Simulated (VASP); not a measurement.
# CdBiO4 (F-43m) in VASP: further runs

The runs below take CdBiO4 through relaxation of cell and atoms, single point, with PBE.

Program: VASP 6.6.1. These are calculated values, not measurements. Logs are shortened: lines on timing, memory, paths and dates and some standing lists are left out, and cuts for length are marked.

**1. The cell of the first run**

Symmetry: F-43m, No. 216, cubic system. Conventional cell: a = 6.962 Å, b = 6.962 Å, c = 6.962 Å, α = 90.00°, β = 90.00°, γ = 90.00°. Within 3.8 Å of Cd (site symmetry -43m) lie 12 O at 2.88 Å and 4 Bi at 3.01 Å. Bi (site symmetry -43m) has 12 O at 2.89 Å and 4 Cd at 3.01 Å within 3.8 Å. O (site symmetry 3m) has 6 O at 2.44 to 2.48 Å and 3 Cd at 2.88 Å and 3 Bi at 2.89 Å within 3.2 Å.

The cell was generated, and may not be a known phase.

**2. Relaxation of cell and atoms, PBE**

Contents of INCAR:

```
PREC = Accurate
ENCUT = 600
EDIFF = 1E-7
ISMEAR = 0
SIGMA = 0.1
LREAL = F
LASPH = T
NELM = 80
ALGO = Normal
ISIF = 3
LWAVE = F
LCHARG = F
GGA = PE
IBRION = 2
NSW = 90
EDIFFG = -0.04
```

Contents of KPOINTS:

```
regular mesh
0
Gamma
  4 4 4
```

Contents of POSCAR:

```
CdBiO4
1.0
    0.0000000000      3.4808164800      3.4808164800
    3.4808164800      0.0000000000      3.4808164800
    3.4808164800      3.4808164800      0.0000000000
Cd Bi O
1 1 4
Direct
    0.2500000000      0.2500000000      0.2500000000
    0.0000000000      0.0000000000      0.0000000000
    0.6238817100      0.6238817100      0.6238817100
    0.1283548800      0.6238817100      0.6238817100
    0.6238817100      0.1283548800      0.6238817100
    0.6238817100      0.6238817100      0.1283548800
```

Potentials or basis: VASP PAW PBE potentials, release 64 (Cd, Bi_d, O).

Started as:

```console
cat potpaw_PBE.64/Cd/POTCAR potpaw_PBE.64/Bi_d/POTCAR potpaw_PBE.64/O/POTCAR > POTCAR
mpirun -np 1 vasp_std > vasp.out
```

OUTCAR:

```text
PREC = Accurate
   ENCUT = 600
   EDIFF = 1E-7
   ISMEAR = 0
   LREAL = F
   LASPH = T
   NELM = 80
   ISIF = 3
   GGA = PE
   IBRION = 2
   NSW = 90
   EDIFFG = -0.04

 ion  position               nearest neighbor table
   1  0.250  0.250  0.250-   2 3.01   2 3.01   2 3.01   2 3.01
   2  0.000  0.000  0.000-   4 2.89   5 2.89   6 2.89   3 2.89   3 2.89   3 2.89   6 2.89   4 2.89
                             5 2.89   5 2.89   4 2.89   6 2.89   1 3.01   1 3.01   1 3.01   1 3.01
   3  0.624  0.624  0.624-   2 2.89   2 2.89   2 2.89
   4  0.128  0.624  0.624-   2 2.89   2 2.89   2 2.89
   5  0.624  0.128  0.624-   2 2.89   2 2.89   2 2.89
   6  0.624  0.624  0.128-   2 2.89   2 2.89   2 2.89

  LATTYP: Found a face centered cubic cell.
 ALAT       =     6.9616329600

  Lattice vectors:

 A1 = (   0.0000000000,   3.4808164800,   3.4808164800)
 A2 = (   3.4808164800,   0.0000000000,   3.4808164800)
 A3 = (   3.4808164800,   3.4808164800,   0.0000000000)

Analysis of symmetry for initial positions (statically):
=====================================================================
 Subroutine PRICEL returns:
 Original cell was already a primitive cell.

 Routine SETGRP: Setting up the symmetry group for a
 face centered cubic supercell.

 Subroutine GETGRP returns: Found 24 space group operations
 (whereof 24 operations were pure point group operations)
 out of a pool of 48 trial point group operations.

The static configuration has the point symmetry T_d .

Analysis of symmetry for dynamics (positions and initial velocities):
=====================================================================
 Subroutine PRICEL returns:
 Original cell was already a primitive cell.

 Routine SETGRP: Setting up the symmetry group for a
 face centered cubic supercell.

 Subroutine GETGRP returns: Found 24 space group operations
 (whereof 24 operations were pure point group operations)
 out of a pool of 48 trial point group operations.

The dynamic configuration has the point symmetry T_d .

 Subroutine INISYM returns: Found 24 space group operations
 (whereof 24 operations are pure point group operations),
 and found     1 'primitive' translations

----------------------------------------------------------------------------------------

                                     Primitive cell

  volume of cell :      84.3477

  direct lattice vectors                    reciprocal lattice vectors
     0.000000000  3.480816480  3.480816480    -0.143644459  0.143644459  0.143644459
     3.480816480  0.000000000  3.480816480     0.143644459 -0.143644459  0.143644459
     3.480816480  3.480816480  0.000000000     0.143644459  0.143644459 -0.143644459

  length of vectors
     4.922617874  4.922617874  4.922617874     0.248799501  0.248799501  0.248799501

  position of ions in fractional coordinates (direct lattice)
     0.250000000  0.250000000  0.250000000
     0.000000000  0.000000000  0.000000000
     0.623881710  0.623881710  0.623881710
     0.128354880  0.623881710  0.623881710
     0.623881710  0.128354880  0.623881710
     0.623881710  0.623881710  0.128354880

  ion indices of the primitive-cell ions
   primitive index   ion index
                 1           1
                 2           2
                 3           3
                 4           4
                 5           5
                 6           6

----------------------------------------------------------------------------------------

 KPOINTS: regular mesh

Automatic generation of k-mesh.
 Grid dimensions read from file:
 generate k-points for:    4    4    4

 Generating k-lattice:

  Cartesian coordinates                     Fractional coordinates (reciprocal lattice)
    -0.035911115  0.035911115  0.035911115     0.250000000  0.000000000  0.000000000
     0.035911115 -0.035911115  0.035911115     0.000000000  0.250000000  0.000000000
     0.035911115  0.035911115 -0.035911115     0.000000000  0.000000000  0.250000000

  Length of vectors
     0.062199875  0.062199875  0.062199875

  Shift w.r.t. Gamma in fractional coordinates (k-lattice)
     0.000000000  0.000000000  0.000000000

 Subroutine IBZKPT returns following result:
 ===========================================

 Found      8 irreducible k-points:

 Following reciprocal coordinates:
            Coordinates               Weight
  0.000000  0.000000  0.000000      1.000000
  0.250000  0.000000  0.000000      8.000000
  0.500000  0.000000  0.000000      4.000000
  0.250000  0.250000  0.000000      6.000000
  0.500000  0.250000  0.000000     24.000000
 -0.250000  0.250000  0.000000     12.000000
  0.500000  0.500000  0.000000      3.000000
 -0.250000  0.500000  0.250000      6.000000
   k-points           NKPTS =      8   k-points in BZ     NKDIM =      8   number of bands    NBANDS=     30
   number of dos      NEDOS =    301   number of ions     NIONS =      6
   total plane-waves  NPLWV =  64000
   dimension x,y,z NGX =    40 NGY =   40 NGZ =   40
   dimension x,y,z NGXF=    80 NGYF=   80 NGZF=   80
   ions per type =               1   1   4
   NGX,Y,Z   is equivalent  to a cutoff of  13.51, 13.51, 13.51 a.u.
   NGXF,Y,Z  is equivalent  to a cutoff of  27.02, 27.02, 27.02 a.u.
 SYSTEM =  unknown system
   PREC   = accura    normal or accurate (medium, high low for compatibility)
   ISTART =      0    job   : 0-new  1-cont  2-samecut
   ICHARG =      2    charge: 1-file 2-atom 10-const
   ISPIN  =      1    spin polarized calculation?
   LNONCOLLINEAR =      F non collinear calculations
   LSORBIT =      F    spin-orbit coupling
   LASPH  =      T    aspherical Exc in radial PAW
   ENCUT  =  600.0 eV  44.10 Ry    6.64 a.u.   9.83  9.83  9.83*2*pi/ulx,y,z
   NELM   =     80;   NELMIN=  2; NELMDL= -5     # of ELM steps
   EDIFF  = 0.1E-06   stopping-criterion for ELM
   LREAL  =      F    real-space projection
   EDIFFG = -.4E-01   stopping-criterion for IOM
   NSW    =     90    number of steps for IOM
   IBRION =      2    ionic relax: 0-MD 1-quasi-New 2-CG
   NFREE  =      1    steps in history (QN), initial steepest desc. (CG)
   ISIF   =      3    stress and relaxation
   ISYM   =      2    0-nonsym 1-usesym 2-fastsym
   POTIM  = 0.5000    time-step for ionic-motion
   TEBEG  =    0.0;   TEEND  =   0.0 temperature during run
   PSTRESS=    0.0 pullay stress
   NELECT =      51.0000    total number of electrons
   NUPDOWN=      -1.0000    fix difference up-down
   EMIN   =  10.00;   EMAX   =-10.00  energy-range for DOS
   EFERMI =   0.00;   METHOD = LEGACY
   ISMEAR =     0;   SIGMA  =   0.10  broadening in eV -4-tet -1-fermi 0-gaus
   EFERMI_NEDOS =   21; number of points for ismear=-14 and -15
   IALGO  =     38    algorithm
   IMIX   =      4    mixing-type and parameters
     AMIX     =   0.40;   BMIX     =  1.00
     AMIX_MAG =   1.60;   BMIX_MAG =  1.00
  volume/ion in A,a.u.               =      14.06        94.87
  Fermi-wavevector in a.u.,A,eV,Ry     =   1.384333  2.616009 26.073887  1.916377
  Thomas-Fermi vector in A             =   2.508847
   LORBIT       =      0    0 simple, 1 ext, 2 COOP (PROOUT), +10 PAW based schemes
   GGA     = PE    functional components
   LHFCALC =     F    Hartree Fock is set to
   AEXX    =    0.0000 exact exchange contribution
   IVDW    =     0    specifies the selected vdW correction
   LEPSILON=     F    determine dielectric tensor
   LRPA    =     F    only Hartree local field effects (RPA)
 conjugate gradient relaxation of ions
 non-spin polarized calculation
 Gauss-broadening in eV      SIGMA  =   0.10
  energy-cutoff  :      600.00
  volume of cell :       84.35
 maximum number of plane-waves:      2832
   NGX = 19   NGY = 19   NGZ = 19

--------------------------------------- Ionic step        1  -------------------------------------------

 number of electron      51.0000006 magnetization

 Free energy of the ion-electron system (eV)
  ---------------------------------------------------
  ext. energy  EPLUGINS =         0.00000000
  ---------------------------------------------------
  free energy    TOTEN  =       -19.79360848 eV

  energy without entropy =      -19.75766858  energy(sigma->0) =      -19.77563853

 E-fermi :   3.8390     XC(G=0): -11.0612

 val. band max:        3.7523958813   @ k =   0.2500   0.0000   0.0000
 cond. band min:       3.8405510815   @ k =   0.5000   0.2500   0.0000
 fundamental gap:      0.0881552002
 Fermi energy:         3.8390186558

 k-point     1 :       0.0000    0.0000    0.0000
  band No.  band energies     occupation
      1     -19.6215      2.00000
      2     -19.6215      2.00000
      3     -19.6215      2.00000
      4     -19.5855      2.00000
      5     -19.5855      2.00000
      6     -14.3518      2.00000
[... 22 lines left out ...]
     29       4.9017      0.00000
     30       4.9017      0.00000
[... 371 lines left out ...]
 POSITION                                       TOTAL-FORCE (eV/Angst)
 -----------------------------------------------------------------------------------
      1.68006      1.68006      1.68006         0.000000      0.000000     -0.000000
      0.00000      0.00000      0.00000         0.000000      0.000000     -0.000000
      4.19356      4.19356      4.19356         0.029709      0.029709      0.029709
      4.19356      2.52668      2.52668         0.029709     -0.029709     -0.029709
      2.52668      4.19356      2.52668        -0.029709      0.029709     -0.029709
      2.52668      2.52668      4.19356        -0.029709     -0.029709      0.029709
 -----------------------------------------------------------------------------------
    total drift:                               -0.000078     -0.000078     -0.000077

  FREE ENERGIE OF THE ION-ELECTRON SYSTEM (eV)
  ---------------------------------------------------
  free  energy   TOTEN  =       -20.0713945101 eV

  energy  without entropy=      -20.0395134466  energy(sigma->0) =      -20.05545398

--------------------------------------- Ionic step        5  -------------------------------------------

 number of electron      51.0000001 magnetization

 Free energy of the ion-electron system (eV)
  ---------------------------------------------------
  ext. energy  EPLUGINS =         0.00000000
  ---------------------------------------------------
  free energy    TOTEN  =       -20.07176957 eV

  energy without entropy =      -20.04016585  energy(sigma->0) =      -20.05596771

 E-fermi :   5.0471     XC(G=0): -11.6332

 val. band max:        4.9749850866   @ k =   0.2500   0.0000   0.0000
 cond. band min:       5.0533640556   @ k =   0.5000   0.2500   0.0000
 fundamental gap:      0.0783789690
 Fermi energy:         5.0471434700

 k-point     1 :       0.0000    0.0000    0.0000
  band No.  band energies     occupation
      1     -18.4251      2.00000
      2     -18.4251      2.00000
      3     -18.4251      2.00000
      4     -18.3785      2.00000
      5     -18.3785      2.00000
      6     -13.9249      2.00000
[... 22 lines left out ...]
     29       6.1791      0.00000
     30       6.1791      0.00000
[... 242 lines left out ...]
 VOLUME and BASIS-vectors are now :
 -----------------------------------------------------------------------------
  energy-cutoff  :      600.00
  volume of cell :       75.87
      direct lattice vectors                 reciprocal lattice vectors
     0.000000000  3.360033228  3.360033228    -0.148808052  0.148808052  0.148808052
     3.360033228 -0.000000000  3.360033228     0.148808052 -0.148808052  0.148808052
     3.360033228  3.360033228  0.000000000     0.148808052  0.148808052 -0.148808052

 POSITION                                       TOTAL-FORCE (eV/Angst)
 -----------------------------------------------------------------------------------
      1.68002      1.68002      1.68002         0.000000      0.000000      0.000000
      0.00000      3.36003      3.36003         0.000000      0.000000      0.000000
      4.19483      4.19483      4.19483         0.014743      0.014743      0.014743
      4.19483      2.52524      2.52524         0.014743     -0.014743     -0.014743
      2.52524      4.19483      2.52524        -0.014743      0.014743     -0.014743
      2.52524      2.52524      4.19483        -0.014743     -0.014743      0.014743
 -----------------------------------------------------------------------------------
    total drift:                               -0.000078     -0.000078     -0.000077

  FREE ENERGIE OF THE ION-ELECTRON SYSTEM (eV)
  ---------------------------------------------------
  free  energy   TOTEN  =       -20.0717695691 eV

  energy  without entropy=      -20.0401658468  energy(sigma->0) =      -20.05596771

 reached required accuracy - stopping structural energy minimisation
```

Run time: 67 s. Hardware: 1 thread of Intel Xeon 6975P-C (Granite Rapids), shared host; peak memory 0.26 GiB.

What came out:

- Free energy: -20.0718 eV
- Relaxed volume: 12.64 Å³/atom
- Relaxed cell: a = 4.752 Å, b = 4.752 Å, c = 4.752 Å, α = 60.00°, β = 60.00°, γ = 60.00°
- Space group after relaxing (to 0.1 Å): F-43m (No. 216)
- Energy gained by relaxing: 46.4 meV/atom
- Ionic steps: 5
- Pressure after relaxing: -0.2 GPa
- Largest force after relaxing: 0.026 eV/Å
- Band gap on the k mesh: zero (an odd number of electrons rules out a gap without spin polarisation)

Forces in eV/Å, atoms in the order of the input:
```
Cd   0.000  0.000  0.000
Bi   0.000  0.000  0.000
O    0.015  0.015  0.015
O    0.015 -0.015 -0.015
O   -0.015  0.015 -0.015
O   -0.015 -0.015  0.015
```

Step by step:
| step | energy change (eV) | largest force (eV/Å) | pressure (GPa) | volume (Å³) |
| --- | --- | --- | --- | --- |
| 1 | 0.0000 | 0.0392 | -9.29 | 84.35 |
| 2 | -0.2737 | 0.0520 | 1.45 | 74.78 |
| 3 | -0.2779 | 0.0515 | 0.03 | 75.71 |
| 4 | -0.2778 | 0.0515 | -0.22 | 75.87 |
| 5 | -0.2782 | 0.0255 | -0.21 | 75.87 |

Final structure:
```
Cd Bi O
1.0
     0.00000    3.36003    3.36003
     3.36003    0.00000    3.36003
     3.36003    3.36003    0.00000
Cd Bi O
1 1 4
Direct
  0.25000 0.25000 0.25000
  0.00000 0.00000 0.00000
  0.62422 0.62422 0.62422
  0.12733 0.62422 0.62422
  0.62422 0.12733 0.62422
  0.62422 0.62422 0.12733
```

Levels at points of the mesh, in eV from the Fermi level:
```csv
k point,band 22,band 23,band 24,band 25,band 26,band 27,band 28,band 29
"(0.00, 0.00, 0.00)",-0.17,-0.17,-0.17,0.49,0.49,0.49,1.13,1.13
"(0.50, 0.00, 0.00)",-1.77,-1.77,-1.59,-0.21,-0.14,0.55,0.55,2.79
"(0.50, 0.50, 0.00)",-1.67,-1.67,-1.58,-1.55,0.45,0.45,0.95,2.74
```

Caveat: the k points lie up to 0.40 Å⁻¹ apart in the final cell, too coarse for converged energies and pressures of a metal; spin-orbit coupling is left out, which moves the levels of the heavy elements; an odd number of electrons without spin polarisation forces a metal; a magnetic or distorted state may lie lower.

(Continued in part 2 of 2.)

The gap in the log of VASP goes by the Fermi energy; the results here count the filled bands.